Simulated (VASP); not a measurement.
Input of a VASP 6.6.1 run:

File INCAR:

```
PREC     = Accurate       # precision mode
ENCUT    = 520            # plane-wave cutoff, eV
EDIFF    = 1E-6           # SCF threshold, eV
ISMEAR   = -1             # smearing method
SIGMA    = 0.1            # smearing width, eV
LREAL    = F              # projectors in reciprocal space
LASPH    = T              # aspherical terms in the spheres
NELM     = 80             # most SCF steps
ALGO     = Normal         # electronic algorithm
ISIF     = 2              # what is computed and relaxed
LWAVE    = F              # write WAVECAR
LCHARG   = F              # write CHGCAR
NBANDS   = 10             # bands
```

Contents of KPOINTS:

```
Automatic mesh
0
Gamma
  7 7 7
```

Contents of POSCAR:

```
Cs
1.0
   -3.0335000000      3.0335000000      3.0335000000
    3.0335000000     -3.0335000000      3.0335000000
    3.0335000000      3.0335000000     -3.0335000000
Cs
1
Direct
    0.0000000000      0.0000000000      0.0000000000
```

Potentials or basis: VASP PAW LDA potentials, release 64 (Cs_sv).

Command:

```sh
$ cat potpaw_LDA.64/Cs_sv/POTCAR > POTCAR
$ mpirun -np 1 vasp_std > vasp.out
```

Q: What does it give for the pressure?

A: -0.3 GPa.
